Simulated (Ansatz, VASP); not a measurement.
**BN: VASP beside Ansatz**

```
N B
1.0
     2.47414    0.00000    0.00000
    -1.22986    2.14682    0.00000
    -0.62214   -1.07341    2.98169
N B
1 1
Direct
  0.66851 0.33238 0.98500
  0.97964 0.98350 0.00181
```

Change from the starting cell: volume scaled by 0.96.

Alike in both runs: task single point; functional LDA; k mesh 13 × 13 × 9; occupations fermi-dirac, width 0.05 eV; no spin polarisation.

|  | VASP | Ansatz |
| --- | --- | --- |
| version | VASP 6.6.1 | Ansatz 0.2.0 |
| potentials or method | VASP PAW LDA potentials, release 64 (N, B), cutoff 520 eV | all-electron LAPW, scalar-relativistic |

Ansatz gave:

- gap on the k mesh at the Fermi level (eV): 2.62
- least direct gap on the mesh (eV): 4.49
- pressure (GPa): 7.7
- traceless stress, the component that is largest in VASP (GPa): 9.26
- rms of the force components (eV/Å): 1.714

Which values does VASP return?

gap on the k mesh at the Fermi level (eV): 2.60; least direct gap on the mesh (eV): 4.49; pressure (GPa): 8.0; traceless stress, the component that is largest in VASP (GPa): 9.48; rms of the force components (eV/Å): 1.705.

LDA's correlation is that of Perdew and Zunger in VASP and of Perdew and Wang (1992) in Ansatz. Atom by atom the forces differ by 0.010 eV/Å (rms over components). Ansatz ran all-electron here, and VASP with PAW potentials.
